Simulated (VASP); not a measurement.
# BeTe (F-43m) in VASP: notebook

The runs below take BeTe through single point, with PBEsol+D3(BJ).

All numbers are computed with VASP 6.6.1; they aren't measurements. Logs are shortened: lines on timing, memory, paths and dates and some standing lists are left out, and cuts for length are marked.

## Step 1: The cell of the first run

Symmetry: F-43m, No. 216, cubic system. The conventional cell has a = 5.427 Å, b = 5.427 Å, c = 5.427 Å, α = 90.00°, β = 90.00°, γ = 90.00°. Within 3.1 Å of Te (site symmetry -43m) lie 4 Be at 2.35 Å. Within 3.1 Å of Be (site symmetry -43m) lie 4 Te at 2.35 Å.

## Step 2: Single point, PBEsol+D3(BJ)

INCAR

```
PREC     = Accurate       # precision mode
ENCUT    = 520            # plane-wave cutoff, eV
EDIFF    = 1E-7           # SCF threshold, eV
ISMEAR   = -1             # smearing method
SIGMA    = 0.05           # smearing width, eV
LREAL    = F              # projectors in reciprocal space
LASPH    = T              # aspherical terms in the spheres
NELM     = 100            # most SCF steps
ALGO     = Normal         # electronic algorithm
ISIF     = 2              # what is computed and relaxed
LWAVE    = F              # write WAVECAR
LCHARG   = F              # write CHGCAR
GGA      = PS             # functional
IVDW     = 12             # dispersion correction
NBANDS   = 11             # bands
```

KPOINTS

```
Automatic mesh
0
Gamma
  8 8 8
```

POSCAR

```
BeTe
1.0
    0.0000000000      2.7134535211      2.7134535211
    2.7134535211      0.0000000000      2.7134535211
    2.7134535211      2.7134535211      0.0000000000
Te Be
1 1
Direct
    0.7500000000      0.7500000000      0.7500000000
    0.0000000000      0.0000000000      0.0000000000
```

Potentials or basis: VASP PAW PBE potentials, release 64 (Te, Be).

On the command line:

```console
cat potpaw_PBE.64/Te/POTCAR potpaw_PBE.64/Be/POTCAR > POTCAR
mpirun -np 1 vasp_std > vasp.out
```

OUTCAR:

```text
PREC = Accurate
   ENCUT = 520
   EDIFF = 1E-7
   ISMEAR = -1
   LREAL = F
   LASPH = T
   NELM = 100
   ISIF = 2
   GGA = PS
   IVDW = 12
 IVDW          = 12

 ion  position               nearest neighbor table
   1  0.750  0.750  0.750-   2 2.35   2 2.35   2 2.35   2 2.35
   2  0.000  0.000  0.000-   1 2.35   1 2.35   1 2.35   1 2.35

  LATTYP: Found a face centered cubic cell.
 ALAT       =     5.4269070422

  Lattice vectors:

 A1 = (   0.0000000000,   2.7134535211,   2.7134535211)
 A2 = (   2.7134535211,   0.0000000000,   2.7134535211)
 A3 = (   2.7134535211,   2.7134535211,   0.0000000000)

Analysis of symmetry for initial positions (statically):
=====================================================================
 Subroutine PRICEL returns:
 Original cell was already a primitive cell.

 Routine SETGRP: Setting up the symmetry group for a
 face centered cubic supercell.

 Subroutine GETGRP returns: Found 24 space group operations
 (whereof 24 operations were pure point group operations)
 out of a pool of 48 trial point group operations.

The static configuration has the point symmetry T_d .

Analysis of symmetry for dynamics (positions and initial velocities):
=====================================================================
 Subroutine PRICEL returns:
 Original cell was already a primitive cell.

 Routine SETGRP: Setting up the symmetry group for a
 face centered cubic supercell.

 Subroutine GETGRP returns: Found 24 space group operations
 (whereof 24 operations were pure point group operations)
 out of a pool of 48 trial point group operations.

The dynamic configuration has the point symmetry T_d .

 Subroutine INISYM returns: Found 24 space group operations
 (whereof 24 operations are pure point group operations),
 and found     1 'primitive' translations

----------------------------------------------------------------------------------------

                                     Primitive cell

  volume of cell :      39.9574

  direct lattice vectors                    reciprocal lattice vectors
     0.000000000  2.713453521  2.713453521    -0.184267022  0.184267022  0.184267022
     2.713453521  0.000000000  2.713453521     0.184267022 -0.184267022  0.184267022
     2.713453521  2.713453521  0.000000000     0.184267022  0.184267022 -0.184267022

  length of vectors
     3.837402770  3.837402770  3.837402770     0.319159844  0.319159844  0.319159844

  position of ions in fractional coordinates (direct lattice)
     0.750000000  0.750000000  0.750000000
     0.000000000  0.000000000  0.000000000

  ion indices of the primitive-cell ions
   primitive index   ion index
                 1           1
                 2           2

----------------------------------------------------------------------------------------

 KPOINTS: Automatic mesh

Automatic generation of k-mesh.
 Grid dimensions read from file:
 generate k-points for:    8    8    8

 Generating k-lattice:

  Cartesian coordinates                     Fractional coordinates (reciprocal lattice)
    -0.023033378  0.023033378  0.023033378     0.125000000  0.000000000  0.000000000
     0.023033378 -0.023033378  0.023033378     0.000000000  0.125000000  0.000000000
     0.023033378  0.023033378 -0.023033378     0.000000000  0.000000000  0.125000000

  Length of vectors
     0.039894981  0.039894981  0.039894981

  Shift w.r.t. Gamma in fractional coordinates (k-lattice)
     0.000000000  0.000000000  0.000000000

 Subroutine IBZKPT returns following result:
 ===========================================

 Found     29 irreducible k-points:

 Following reciprocal coordinates:
            Coordinates               Weight
  0.000000  0.000000  0.000000      1.000000
  0.125000  0.000000  0.000000      8.000000
  0.250000  0.000000  0.000000      8.000000
  0.375000  0.000000  0.000000      8.000000
  0.500000  0.000000  0.000000      4.000000
  0.125000  0.125000  0.000000      6.000000
[... 16 lines left out ...]
  0.500000  0.250000  0.125000     48.000000
 -0.375000  0.250000  0.125000     24.000000
 [... further k-points ...]
   k-points           NKPTS =     29   k-points in BZ     NKDIM =     29   number of bands    NBANDS=     11
   number of dos      NEDOS =    301   number of ions     NIONS =      2
   total plane-waves  NPLWV =  27000
   dimension x,y,z NGX =    30 NGY =   30 NGZ =   30
   dimension x,y,z NGXF=    60 NGYF=   60 NGZF=   60
   ions per type =               1   1
   NGX,Y,Z   is equivalent  to a cutoff of  13.00, 13.00, 13.00 a.u.
   NGXF,Y,Z  is equivalent  to a cutoff of  25.99, 25.99, 25.99 a.u.
 SYSTEM =  unknown system
   PREC   = accura    normal or accurate (medium, high low for compatibility)
   ISTART =      0    job   : 0-new  1-cont  2-samecut
   ICHARG =      2    charge: 1-file 2-atom 10-const
   ISPIN  =      1    spin polarized calculation?
   LNONCOLLINEAR =      F non collinear calculations
   LSORBIT =      F    spin-orbit coupling
   LASPH  =      T    aspherical Exc in radial PAW
   ENCUT  =  520.0 eV  38.22 Ry    6.18 a.u.   7.14  7.14  7.14*2*pi/ulx,y,z
   NELM   =    100;   NELMIN=  2; NELMDL= -5     # of ELM steps
   EDIFF  = 0.1E-06   stopping-criterion for ELM
   LREAL  =      F    real-space projection
   EDIFFG = 0.1E-05   stopping-criterion for IOM
   NSW    =      0    number of steps for IOM
   IBRION =     -1    ionic relax: 0-MD 1-quasi-New 2-CG
   NFREE  =      0    steps in history (QN), initial steepest desc. (CG)
   ISIF   =      2    stress and relaxation
   ISYM   =      2    0-nonsym 1-usesym 2-fastsym
   POTIM  = 0.5000    time-step for ionic-motion
   TEBEG  =    0.0;   TEEND  =   0.0 temperature during run
   PSTRESS=    0.0 pullay stress
   NELECT =       8.0000    total number of electrons
   NUPDOWN=      -1.0000    fix difference up-down
   EMIN   =  10.00;   EMAX   =-10.00  energy-range for DOS
   EFERMI =   0.00;   METHOD = LEGACY
   ISMEAR =    -1;   SIGMA  =   0.05  broadening in eV -4-tet -1-fermi 0-gaus
   EFERMI_NEDOS =   21; number of points for ismear=-14 and -15
   IALGO  =     38    algorithm
   IMIX   =      4    mixing-type and parameters
     AMIX     =   0.40;   BMIX     =  1.00
     AMIX_MAG =   1.60;   BMIX_MAG =  1.00
  volume/ion in A,a.u.               =      19.98       134.82
  Fermi-wavevector in a.u.,A,eV,Ry     =   0.957721  1.809831 12.479671  0.917230
  Thomas-Fermi vector in A             =   2.086765
   LORBIT       =      0    0 simple, 1 ext, 2 COOP (PROOUT), +10 PAW based schemes
   GGA     = PS    functional components
   LHFCALC =     F    Hartree Fock is set to
   AEXX    =    0.0000 exact exchange contribution
   IVDW    =    12    specifies the selected vdW correction
   LEPSILON=     F    determine dielectric tensor
   LRPA    =     F    only Hartree local field effects (RPA)
 non-spin polarized calculation
  energy-cutoff  :      520.00
  volume of cell :       39.96
 maximum number of plane-waves:      1090
 NGX is ok and might be reduce to    30
   NGX = 15   NGY = 15   NGZ = 15

 number of electron       8.0000000 magnetization

 Free energy of the ion-electron system (eV)
  ---------------------------------------------------
  ext. energy  EPLUGINS =         0.00000000
  ---------------------------------------------------
  free energy    TOTEN  =        -8.12548685 eV

  energy without entropy =       -8.12548684  energy(sigma->0) =       -8.12548685

 E-fermi :   7.1013     XC(G=0):  -9.6479

 val. band max:        6.3223049625   @ k =   0.0000   0.0000   0.0000
 cond. band min:       7.8800546312   @ k =   0.5000   0.5000   0.0000
 fundamental gap:      1.5577496686
 Fermi energy:         7.1013305785

 k-point     1 :       0.0000    0.0000    0.0000
  band No.  band energies     occupation
      1      -6.8037      2.00000
      2       6.3223      2.00000
      3       6.3223      2.00000
      4       6.3223      2.00000
      5       9.8078      0.00000
      6       9.8078      0.00000
      7       9.8078      0.00000
      8      10.8961      0.00000
      9      14.6726      0.00000
     10      16.8018      0.00000
     11      16.8018      0.00000

 k-point     2 :       0.1250    0.0000    0.0000
  band No.  band energies     occupation
      1      -6.6308      2.00000
      2       4.8359      2.00000
      3       6.0315      2.00000
      4       6.0315      2.00000
      5       9.9646      0.00000
      6      10.2133      0.00000
      7      10.2133      0.00000
      8      12.0974      0.00000
      9      15.0734      0.00000
     10      15.6681      0.00000
     11      15.6681      0.00000

 k-point     3 :       0.2500    0.0000    0.0000
  band No.  band energies     occupation
      1      -6.1464      2.00000
      2       2.5694      2.00000
      3       5.5116      2.00000
      4       5.5116      2.00000
      5       9.8391      0.00000
      6      10.7894      0.00000
      7      10.7894      0.00000
      8      13.8104      0.00000
      9      15.3879      0.00000
     10      15.3879      0.00000
     11      15.4771      0.00000

 k-point     4 :       0.3750    0.0000    0.0000
  band No.  band energies     occupation
      1      -5.5066      2.00000
      2       0.7450      2.00000
      3       5.1234      2.00000
      4       5.1234      2.00000
      5       9.7110      0.00000
      6      10.8706      0.00000
      7      10.8706      0.00000
      8      14.0378      0.00000
      9      16.6000      0.00000
     10      16.6000      0.00000
     11      16.6304      0.00000

 k-point     5 :       0.5000    0.0000    0.0000
  band No.  band energies     occupation
      1      -5.1550      2.00000
      2      -0.0132      2.00000
      3       4.9856      2.00000
      4       4.9856      2.00000
      5       9.6650      0.00000
      6      10.8089      0.00000
      7      10.8089      0.00000
      8      13.9125      0.00000
      9      17.6704      0.00000
     10      18.2095      0.00000
     11      18.2095      0.00000
[... 211 lines left out ...]
 k-point    21 :       0.5000    0.5000    0.0000
  band No.  band energies     occupation
      1      -4.5453      2.00000
      2       0.5588      2.00000
      3       3.2169      2.00000
      4       3.2169      2.00000
      5       7.8801      0.00000
      6       8.7571      0.00000
      7      16.7430      0.00000
      8      16.7430      0.00000
      9      18.4916      0.00000
     10      20.2164      0.00000
     11      20.2307      0.00000

 k-point    22 :       0.3750    0.2500    0.1250
  band No.  band energies     occupation
      1      -5.7409      2.00000
      2       2.3438      2.00000
      3       3.6626      2.00000
      4       4.8696      2.00000
      5       9.7954      0.00000
      6      11.4971      0.00000
      7      11.5647      0.00000
      8      12.8813      0.00000
      9      15.7381      0.00000
     10      17.1971      0.00000
     11      17.9832      0.00000

 k-point    23 :       0.5000    0.2500    0.1250
  band No.  band energies     occupation
      1      -5.1637      2.00000
      2       1.0871      2.00000
      3       3.0889      2.00000
      4       4.3212      2.00000
      5      10.2730      0.00000
      6      11.0697      0.00000
      7      12.3955      0.00000
      8      13.5219      0.00000
      9      16.4261      0.00000
     10      17.0814      0.00000
     11      18.9360      0.00000

 k-point    24 :      -0.3750    0.2500    0.1250
  band No.  band energies     occupation
      1      -4.8583      2.00000
      2       0.4783      2.00000
      3       2.9882      2.00000
      4       4.0523      2.00000
      5      10.3786      0.00000
      6      10.8059      0.00000
      7      13.3284      0.00000
      8      14.3927      0.00000
      9      14.9602      0.00000
     10      18.1065      0.00000
     11      18.5988      0.00000

 [... further k-points ...]

------------------------ aborting loop because EDIFF is reached ----------------------------------------

 Edisp (eV)   -0.67623

 E8    (eV) :    -0.4376

  FORCE on cell =-STRESS in cart. coord.  units (eV):
  Direction    XX          YY          ZZ          XY          YZ          ZX
  --------------------------------------------------------------------------------------
  -------------------------------------------------------------------------------------
  Total       1.17566     1.17566     1.17566    -0.00000    -0.00000    -0.00000
  in kB      47.14045    47.14045    47.14045    -0.00000    -0.00000    -0.00000
  external pressure =       47.14 kB  Pullay stress =        0.00 kB

 VOLUME and BASIS-vectors are now :
 -----------------------------------------------------------------------------
  energy-cutoff  :      520.00
  volume of cell :       39.96
      direct lattice vectors                 reciprocal lattice vectors
     0.000000000  2.713453521  2.713453521    -0.184267022  0.184267022  0.184267022
     2.713453521  0.000000000  2.713453521     0.184267022 -0.184267022  0.184267022
     2.713453521  2.713453521  0.000000000     0.184267022  0.184267022 -0.184267022

 POSITION                                       TOTAL-FORCE (eV/Angst)
 -----------------------------------------------------------------------------------
      4.07018      4.07018      4.07018        -0.000000     -0.000000     -0.000000
      0.00000      0.00000      0.00000         0.000000      0.000000      0.000000
 -----------------------------------------------------------------------------------
    total drift:                               -0.000000     -0.000000     -0.000000

  FREE ENERGIE OF THE ION-ELECTRON SYSTEM (eV)
  ---------------------------------------------------
  free  energy   TOTEN  =        -8.8017200529 eV

  energy  without entropy=       -8.8017200495  energy(sigma->0) =       -8.80172005
```

Run time: 17 s. Hardware: 1 thread of Intel Xeon Platinum 8259CL at 2.50GHz (Skylake/Cascade Lake), shared host; peak memory 0.18 GiB.

Results:

```yaml
Free_energy: -8.8017 eV
Pressure: 4.7 GPa
Band_gap_on_the_k_mesh: 1.56 eV, indirect (least direct gap 3.49 eV)
Dispersion_energy_per_atom: -0.338 eV
```

Caveat: the PAW data sets were made with another functional, which shifts forces and pressure a little; spin-orbit coupling is left out, which moves the levels of the heavy elements.

## Step 3: Single point, PBEsol+D3(BJ)

This run uses another cell than the first one, of 20.40 Å³/atom, 1.021 times its volume.

INCAR

```
PREC = Accurate
ENCUT = 520
EDIFF = 1E-6
ISMEAR = -1
SIGMA = 0.05
LREAL = F
LASPH = T
NELM = 100
ALGO = Normal
ISIF = 2
LWAVE = F
LCHARG = T
GGA = PS
IVDW = 12
LELF = T
LVHAR = T
NBANDS = 11
```

KPOINTS

```
regular mesh
0
Gamma
  8 8 8
```

POSCAR

```
BeTe
1.0
    0.0000000000      2.7325629784      2.7325629784
    2.7325629784      0.0000000000      2.7325629784
    2.7325629784      2.7325629784      0.0000000000
Te Be
1 1
Direct
    0.7500000000      0.7500000000      0.7500000000
    0.0000000000      0.0000000000      0.0000000000
```

Potentials or basis: VASP PAW PBE potentials, release 64 (Te, Be).

On the command line:

```console
cat potpaw_PBE.64/Te/POTCAR potpaw_PBE.64/Be/POTCAR > POTCAR
mpirun -np 1 vasp_std > vasp.out
```

Wall time 15 s (1 thread of Intel Xeon Platinum 8259CL at 2.50GHz (Skylake/Cascade Lake), shared host); peak memory 0.18 GiB.

Results (log left out):

| Item | Value |
| --- | --- |
| Free energy | -8.8222 eV |
| Pressure | 3.0 GPa |
| Band gap on the k mesh | 1.62 eV, indirect (least direct gap 3.51 eV) |
| Dispersion energy per atom | -0.331 eV |

Levels at points of the mesh, in eV from the valence-band top:
```
           k point  band 1  band 2  band 3  band 4  band 5  band 6  band 7  band 8  band 9
(0.00, 0.00, 0.00)  -12.97    0.00    0.00    0.00    3.51    3.51    3.51    4.41    8.32
(0.50, 0.00, 0.00)  -11.38   -6.18   -1.30   -1.30    3.28    4.50    4.50    7.61   11.25
(0.50, 0.50, 0.00)  -10.79   -5.64   -3.02   -3.02    1.62    2.47   10.28   10.28   12.04
```

Caveat: the PAW data sets were made with another functional, which shifts forces and pressure a little; spin-orbit coupling is left out, which moves the levels of the heavy elements. PBEsol gaps usually lie below the measured ones, often by a third to a half.
